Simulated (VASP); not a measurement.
The system is BaTiO3.

```
Ba Ti O
1.0
     2.76994    1.59923    2.27042
    -2.76994    1.59923    2.27042
     0.00000   -3.19846    2.27042
Ba Ti O
1 1 3
Cartesian
  0.0000 0.0000 -0.0133
  0.0000 0.0000 3.3128
  0.0000 1.5781 2.3542
  -1.3667 -0.7891 2.3542
  1.3667 -0.7891 2.3542
```

```yaml
Program: VASP 6.6.1
Task: relaxation of the atoms
Functional: PBE
Potentials_or_basis: VASP PAW PBE potentials, release 64 (Ba_sv, Ti_sv, O)
Cutoff: 520 eV
k_mesh: 8 × 8 × 8
Occupations: fermi-dirac, width 0.02 eV
Spin: no spin polarisation
```

At the start: pressure 19.4 GPa; volume 12.07 Å³/atom.

Q: Where does the relaxation end?

A: Over 10 steps the energy falls by 8.6 meV/atom at a fixed cell; space group R3m (No. 160, to 0.1 Å) before, Pm-3m (No. 221, to 0.1 Å).

Step by step:
```
step  energy change (eV)  largest force (eV/Å)  pressure (GPa)
   1              0.0000                0.6700           19.40
   2             -0.0316                0.2060           17.49
   3             -0.0329                0.1756           17.10
   4             -0.0384                0.0951           16.96
   5             -0.0415                0.0659           16.81
   6             -0.0415                0.0648           16.81
   7             -0.0424                0.0435           16.64
   8             -0.0428                0.0301           16.50
   9             -0.0428                0.0286           16.46
  10             -0.0430                0.0114           16.43
```

Final structure:
```
CELL_PARAMETERS angstrom
2.76994 1.59923 2.27042
-2.76994 1.59923 2.27042
0.00000 -3.19846 2.27042
ATOMIC_POSITIONS crystal
Ba 0.00315 0.00315 0.00315
Ti 0.50007 0.50007 0.50007
O 0.50583 0.50583 0.00642
O 0.00642 0.50583 0.50583
O 0.50583 0.00642 0.50583
```
